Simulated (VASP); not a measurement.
# Sc7As (P-3m1) in VASP: relaxation of cell and atoms with PBE

Aim: the relaxation of cell and atoms of Sc7As with PBE.

Everything below comes from runs of VASP 6.6.1. Logs are shortened: lines on timing, memory, paths and dates and some standing lists are left out, and cuts for length are marked.

**1. The cell of the first run**

Symmetry: P-3m1, No. 164, trigonal system. Conventional cell: a = 3.300 Å, b = 3.300 Å, c = 18.700 Å, α = 90.00°, β = 90.00°, γ = 120.00°. Sc (site symmetry 3m) has 12 Sc at 3.22 to 3.30 Å within 4.2 Å. Within 4.2 Å of Sc (site symmetry -3m) lie 12 Sc at 3.22 to 3.30 Å. Sc (site symmetry 3m) has 3 As at 2.46 Å and 9 Sc at 3.22 to 3.30 Å within 3.3 Å. Sc (site symmetry 3m) has 12 Sc at 3.22 to 3.30 Å within 4.2 Å. As (site symmetry -3m) has 6 Sc at 2.46 Å and 6 As at 3.30 Å within 3.3 Å.

**2. Relaxation of cell and atoms, PBE**

Input file INCAR:

```
SYSTEM = Sc7As
ALGO     = Fast           ! electronic algorithm
EDIFF    = 1E-6           ! SCF threshold, eV
EDIFFG   = -0.08          ! ionic threshold
ENCUT    = 600            ! plane-wave cutoff, eV
GGA      = PE             ! functional
IBRION   = 2              ! ionic algorithm
ISIF     = 3              ! what is computed and relaxed
ISMEAR   = 0              ! smearing method
LASPH    = .TRUE.         ! aspherical terms in the spheres
LCHARG   = .FALSE.        ! write CHGCAR
LREAL    = .FALSE.        ! projectors in reciprocal space
LWAVE    = .FALSE.        ! write WAVECAR
NELM     = 60             ! most SCF steps
NSW      = 36             ! ionic steps
PREC     = Accurate       ! precision mode
SIGMA    = 0.2            ! smearing width, eV
```

Input file KPOINTS:

```
k-points
0
G
  6 6 1
  0 0 0
```

Input file POSCAR:

```
Sc7As
1.0
    3.3000000000      0.0000000000      0.0000000000
   -1.6500000000      2.8578838300      0.0000000000
    0.0000000000      0.0000000000     18.7000000000
Sc As
7 1
Direct
    0.6666666700      0.3333333300      0.6390000000
    0.0000000000      0.0000000000      0.5000000000
    0.3333333300      0.6666666700      0.3610000000
    0.6666666700      0.3333333300      0.9170000000
    0.3333333300      0.6666666700      0.0830000000
    0.6666666700      0.3333333300      0.2220000000
    0.3333333300      0.6666666700      0.7780000000
    0.0000000000      0.0000000000      0.0000000000
```

Potentials or basis: VASP PAW PBE potentials, release 64 (Sc_sv, As).

The run is started by

```
$ cat potpaw_PBE.64/Sc_sv/POTCAR potpaw_PBE.64/As/POTCAR > POTCAR
$ mpirun -np 1 vasp_std > vasp.out
```

OUTCAR:

```text
SYSTEM = Sc7As
   EDIFF = 1E-6
   EDIFFG = -0.08
   ENCUT = 600
   GGA = PE
   IBRION = 2
   ISIF = 3
   ISMEAR = 0
   LASPH = .TRUE.
   LREAL = .FALSE.
   NELM = 60
   NSW = 36
   PREC = Accurate

 ion  position               nearest neighbor table
   1  0.667  0.333  0.639-   7 3.22   7 3.22   2 3.22   2 3.22   2 3.22   7 3.22
   2  0.000  0.000  0.500-   1 3.22   3 3.22   3 3.22   1 3.22   1 3.22   3 3.22
   3  0.333  0.667  0.361-   6 3.22   6 3.22   2 3.22   2 3.22   2 3.22   6 3.22
   4  0.667  0.333  0.917-   8 2.46   8 2.46   8 2.46   7 3.22   7 3.22   7 3.22
   5  0.333  0.667  0.083-   8 2.46   8 2.46   8 2.46   6 3.22   6 3.22   6 3.22
   6  0.667  0.333  0.222-   3 3.22   5 3.22   3 3.22   5 3.22   3 3.22   5 3.22
   7  0.333  0.667  0.778-   1 3.22   4 3.22   1 3.22   4 3.22   1 3.22   4 3.22
   8  0.000  0.000  0.000-   4 2.46   5 2.46   5 2.46   4 2.46   4 2.46   5 2.46

  LATTYP: Found a hexagonal cell.
 ALAT       =     3.3000000000
 C/A-ratio  =     5.6666666667

  Lattice vectors:

 A1 = (   3.3000000000,   0.0000000000,   0.0000000000)
 A2 = (  -1.6500000000,   2.8578838300,   0.0000000000)
 A3 = (   0.0000000000,   0.0000000000,  18.7000000000)

Analysis of symmetry for initial positions (statically):
=====================================================================
 Subroutine PRICEL returns:
 Original cell was already a primitive cell.

 Routine SETGRP: Setting up the symmetry group for a
 hexagonal supercell.

 Subroutine GETGRP returns: Found 12 space group operations
 (whereof 12 operations were pure point group operations)
 out of a pool of 24 trial point group operations.

The static configuration has the point symmetry D_3d.

Analysis of symmetry for dynamics (positions and initial velocities):
=====================================================================
 Subroutine PRICEL returns:
 Original cell was already a primitive cell.

 Routine SETGRP: Setting up the symmetry group for a
 hexagonal supercell.

 Subroutine GETGRP returns: Found 12 space group operations
 (whereof 12 operations were pure point group operations)
 out of a pool of 24 trial point group operations.

The dynamic configuration has the point symmetry D_3d.

 Subroutine INISYM returns: Found 12 space group operations
 (whereof 12 operations are pure point group operations),
 and found     1 'primitive' translations

----------------------------------------------------------------------------------------

                                     Primitive cell

  volume of cell :     176.3600

  direct lattice vectors                    reciprocal lattice vectors
     3.300000000  0.000000000  0.000000000     0.303030303  0.174954627  0.000000000
    -1.650000000  2.857883830  0.000000000     0.000000000  0.349909254  0.000000000
     0.000000000  0.000000000 18.700000000     0.000000000  0.000000000  0.053475936

  length of vectors
     3.300000000  3.299999998 18.700000000     0.349909254  0.349909254  0.053475936

  position of ions in fractional coordinates (direct lattice)
     0.666666670  0.333333330  0.639000000
     0.000000000  0.000000000  0.500000000
     0.333333330  0.666666670  0.361000000
     0.666666670  0.333333330  0.917000000
     0.333333330  0.666666670  0.083000000
     0.666666670  0.333333330  0.222000000
     0.333333330  0.666666670  0.778000000
     0.000000000  0.000000000  0.000000000

  ion indices of the primitive-cell ions
   primitive index   ion index
                 1           1
                 2           2
                 3           3
                 4           4
                 5           5
                 6           6
                 7           7
                 8           8

----------------------------------------------------------------------------------------

 KPOINTS: k-points

Automatic generation of k-mesh.
 Grid dimensions read from file:
 generate k-points for:    6    6    1

 Generating k-lattice:

  Cartesian coordinates                     Fractional coordinates (reciprocal lattice)
     0.050505051  0.029159105  0.000000000     0.166666667  0.000000000  0.000000000
     0.000000000  0.058318209  0.000000000     0.000000000  0.166666667  0.000000000
     0.000000000  0.000000000  0.053475936     0.000000000  0.000000000  1.000000000

  Length of vectors
     0.058318209  0.058318209  0.053475936

  Shift w.r.t. Gamma in fractional coordinates (k-lattice)
     0.000000000  0.000000000  0.000000000

 Subroutine IBZKPT returns following result:
 ===========================================

 Found      7 irreducible k-points:

 Following reciprocal coordinates:
            Coordinates               Weight
  0.000000  0.000000  0.000000      1.000000
  0.166667  0.000000  0.000000      6.000000
  0.333333  0.000000  0.000000      6.000000
  0.500000  0.000000  0.000000      3.000000
  0.166667  0.166667  0.000000      6.000000
  0.333333  0.166667  0.000000     12.000000
  0.333333  0.333333  0.000000      2.000000
   k-points           NKPTS =      7   k-points in BZ     NKDIM =      7   number of bands    NBANDS=     49
   number of dos      NEDOS =    301   number of ions     NIONS =      8
   total plane-waves  NPLWV = 117600
   dimension x,y,z NGX =    28 NGY =   28 NGZ =  150
   dimension x,y,z NGXF=    56 NGYF=   56 NGZF=  300
   ions per type =               7   1
   NGX,Y,Z   is equivalent  to a cutoff of  14.11, 14.11, 13.34 a.u.
   NGXF,Y,Z  is equivalent  to a cutoff of  28.21, 28.21, 26.67 a.u.
 SYSTEM =  Sc7As
   PREC   = accura    normal or accurate (medium, high low for compatibility)
   ISTART =      0    job   : 0-new  1-cont  2-samecut
   ICHARG =      2    charge: 1-file 2-atom 10-const
   ISPIN  =      1    spin polarized calculation?
   LNONCOLLINEAR =      F non collinear calculations
   LSORBIT =      F    spin-orbit coupling
   LASPH  =      T    aspherical Exc in radial PAW
   ENCUT  =  600.0 eV  44.10 Ry    6.64 a.u.   6.59  6.59 37.35*2*pi/ulx,y,z
   NELM   =     60;   NELMIN=  2; NELMDL= -5     # of ELM steps
   EDIFF  = 0.1E-05   stopping-criterion for ELM
   LREAL  =      F    real-space projection
   EDIFFG = -.8E-01   stopping-criterion for IOM
   NSW    =     36    number of steps for IOM
   IBRION =      2    ionic relax: 0-MD 1-quasi-New 2-CG
   NFREE  =      1    steps in history (QN), initial steepest desc. (CG)
   ISIF   =      3    stress and relaxation
   ISYM   =      2    0-nonsym 1-usesym 2-fastsym
   POTIM  = 0.5000    time-step for ionic-motion
   TEBEG  =    0.0;   TEEND  =   0.0 temperature during run
   PSTRESS=    0.0 pullay stress
   NELECT =      82.0000    total number of electrons
   NUPDOWN=      -1.0000    fix difference up-down
   EMIN   =  10.00;   EMAX   =-10.00  energy-range for DOS
   EFERMI =   0.00;   METHOD = LEGACY
   ISMEAR =     0;   SIGMA  =   0.20  broadening in eV -4-tet -1-fermi 0-gaus
   EFERMI_NEDOS =   21; number of points for ismear=-14 and -15
   IALGO  =     68    algorithm
   IMIX   =      4    mixing-type and parameters
     AMIX     =   0.40;   BMIX     =  1.00
     AMIX_MAG =   1.60;   BMIX_MAG =  1.00
  volume/ion in A,a.u.               =      22.05       148.77
  Fermi-wavevector in a.u.,A,eV,Ry     =   1.268273  2.396688 21.885194  1.608516
  Thomas-Fermi vector in A             =   2.401377
   LORBIT       =      0    0 simple, 1 ext, 2 COOP (PROOUT), +10 PAW based schemes
   GGA     = PE    functional components
   LHFCALC =     F    Hartree Fock is set to
   AEXX    =    0.0000 exact exchange contribution
   IVDW    =     0    specifies the selected vdW correction
   LEPSILON=     F    determine dielectric tensor
   LRPA    =     F    only Hartree local field effects (RPA)
 conjugate gradient relaxation of ions
 non-spin polarized calculation
 RMM-DIIS sequential band-by-band and
 Gauss-broadening in eV      SIGMA  =   0.20
  energy-cutoff  :      600.00
  volume of cell :      176.36
 maximum number of plane-waves:      5979
 NGX is ok and might be reduce to    28
   NGX = 13   NGY = 13   NGZ = 75

--------------------------------------- Ionic step        1  -------------------------------------------

 number of electron      81.9999998 magnetization

 Free energy of the ion-electron system (eV)
  ---------------------------------------------------
  ext. energy  EPLUGINS =         0.00000000
  ---------------------------------------------------
  free energy    TOTEN  =       -49.20956878 eV

  energy without entropy =      -48.95628292  energy(sigma->0) =      -49.08292585

 E-fermi :   4.4067     XC(G=0): -10.2359

 val. band max:        4.3737691146   @ k =   0.3333   0.1667   0.0000
 cond. band min:       4.4225010003   @ k =   0.3333   0.1667   0.0000
 fundamental gap:      0.0487318857
 Fermi energy:         4.4066594428

 k-point     1 :       0.0000    0.0000    0.0000
  band No.  band energies     occupation
      1     -45.0144      2.00000
      2     -44.9726      2.00000
      3     -44.9630      2.00000
      4     -44.9343      2.00000
      5     -44.9313      2.00000
      6     -44.3342      2.00000
[... 392 lines left out ...]
  energy  without entropy=      -48.9562829178  energy(sigma->0) =      -49.08292585

--------------------------------------- Ionic step        2  -------------------------------------------

 number of electron      82.0000004 magnetization

 E-fermi :   3.2245     XC(G=0):  -9.4730

 val. band max:        3.2030170349   @ k =   0.3333   0.0000   0.0000
 cond. band min:       3.2653546838   @ k =   0.3333   0.1667   0.0000
 fundamental gap:      0.0623376488
 Fermi energy:         3.2244581759

 k-point     1 :       0.0000    0.0000    0.0000
  band No.  band energies     occupation
      1     -46.7256      2.00000
      2     -46.6853      2.00000
      3     -46.6826      2.00000
      4     -46.5928      2.00000
      5     -46.5928      2.00000
      6     -46.2323      2.00000
[... 430 lines left out ...]
  FREE ENERGIE OF THE ION-ELECTRON SYSTEM (eV)
  ---------------------------------------------------
  free  energy   TOTEN  =       -50.0058259379 eV

  energy  without entropy=      -49.7179300390  energy(sigma->0) =      -49.86187799

[... ionic steps 4 to 9 ...]

--------------------------------------- Ionic step       10  -------------------------------------------

 number of electron      81.9999999 magnetization

------------------------ aborting loop because EDIFF is reached ----------------------------------------

  FORCE on cell =-STRESS in cart. coord.  units (eV):
  Direction    XX          YY          ZZ          XY          YZ          ZX
  --------------------------------------------------------------------------------------
  -------------------------------------------------------------------------------------
  Total       -0.1542374     -0.1542374     -0.0893587      0.0000000      0.0000000      0.0000000
  in kB       -1.2505728     -1.2505728     -0.7245295      0.0000000      0.0000000      0.0000000
  external PRESSURE =      -1.0752250 kB  Pullay stress =       0.0000000 kB
[... 69 lines left out ...]
  energy  without entropy=      -49.8018758158  energy(sigma->0) =      -49.94225000

--------------------------------------- Ionic step       12  -------------------------------------------

 number of electron      82.0000003 magnetization

 Free energy of the ion-electron system (eV)
  ---------------------------------------------------
  ext. energy  EPLUGINS =         0.00000000
  ---------------------------------------------------
  free energy    TOTEN  =       -50.08586285 eV

  energy without entropy =      -49.80460639  energy(sigma->0) =      -49.94523462

 E-fermi :   3.7136     XC(G=0):  -9.7994

 val. band max:        3.6705695847   @ k =   0.5000   0.0000   0.0000
 cond. band min:       3.7622420235   @ k =   0.3333   0.1667   0.0000
 fundamental gap:      0.0916724388
 Fermi energy:         3.7135942526

 k-point     1 :       0.0000    0.0000    0.0000
  band No.  band energies     occupation
      1     -45.9940      2.00000
      2     -45.8779      2.00000
      3     -45.8761      2.00000
      4     -45.8424      2.00000
      5     -45.8415      2.00000
      6     -45.5937      2.00000
[... 388 lines left out ...]
  FREE ENERGIE OF THE ION-ELECTRON SYSTEM (eV)
  ---------------------------------------------------
  free  energy   TOTEN  =       -50.0858628450 eV

  energy  without entropy=      -49.8046063932  energy(sigma->0) =      -49.94523462

 reached required accuracy - stopping structural energy minimisation
```

Wall time 14 min (1 thread of Intel Xeon 6975P-C (Granite Rapids), shared host); peak memory 0.38 GiB.

Results:

```
Free energy                           : -50.0859 eV
Relaxed volume                        : 24.62 Å³/atom
Relaxed cell                          : a = 3.450 Å, b = 3.450 Å, c = 19.106 Å, α = 90.00°, β = 90.00°, γ = 120.00°
Space group after relaxing (to 0.1 Å) : P-3m1 (No. 164)
Energy gained by relaxing             : 109.5 meV/atom
Ionic steps                           : 12
Pressure after relaxing               : 0.0 GPa
Largest force after relaxing          : 0.079 eV/Å
Band gap on the k mesh                : zero (bands 41 and 42 overlap by 1.07 eV)
```

Forces on the atoms (eV/Å):
```
Sc   0.000  0.000 -0.079
Sc   0.000  0.000  0.000
Sc   0.000  0.000  0.079
Sc   0.000  0.000  0.050
Sc   0.000  0.000 -0.050
Sc   0.000  0.000  0.005
Sc   0.000  0.000 -0.005
As   0.000  0.000  0.000
```

Step by step:
```
step  energy change (eV)  largest force (eV/Å)  pressure (GPa)  volume (Å³)
   1              0.0000                2.0136           10.03       176.36
   2             -0.6036                0.4590           -3.91       213.97
   3             -0.7963                0.3815           -0.24       200.16
   4             -0.7961                0.3816           -0.09       199.67
   5             -0.8171                0.3361           -0.02       199.18
   6             -0.8515                0.1702            0.20       197.67
   7             -0.8530                0.1314            0.27       197.24
   8             -0.8624                0.1429           -0.36       198.82
   9             -0.8626                0.1440           -0.45       199.03
  10             -0.8710                0.1317           -0.11       197.60
  11             -0.8731                0.1221            0.16       196.50
  12             -0.8763                0.0792            0.04       196.95
```

Final structure:
```
Sc As
1.0
     3.45000    0.00000    0.00000
    -1.72500    2.98778    0.00000
     0.00000    0.00000   19.10634
Sc As
7 1
Direct
  0.66667 0.33333 0.63742
  0.00000 0.00000 0.50000
  0.33333 0.66667 0.36258
  0.66667 0.33333 0.90997
  0.33333 0.66667 0.09003
  0.66667 0.33333 0.23021
  0.33333 0.66667 0.76979
  0.00000 0.00000 0.00000
```

Levels at points of the mesh, in eV from the Fermi level:
```
           k point  band 37  band 38  band 39  band 40  band 41  band 42  band 43  band 44  band 45  band 46
(0.00, 0.00, 0.00)    -0.19    -0.19     0.32     0.60     0.75     1.12     1.28     1.28     1.29     1.29
(0.50, 0.00, 0.00)    -0.99    -0.92    -0.45    -0.30    -0.24    -0.23    -0.09    -0.04     0.73     0.93
```

Caveat: the k points lie up to 0.35 Å⁻¹ apart in the final cell, too coarse for converged energies and pressures of a metal; the relaxation stopped at a loose force limit of 0.08 eV/Å, so its end isn't a converged minimum.

The gap in the log of VASP goes by the Fermi energy; the results here count the filled bands.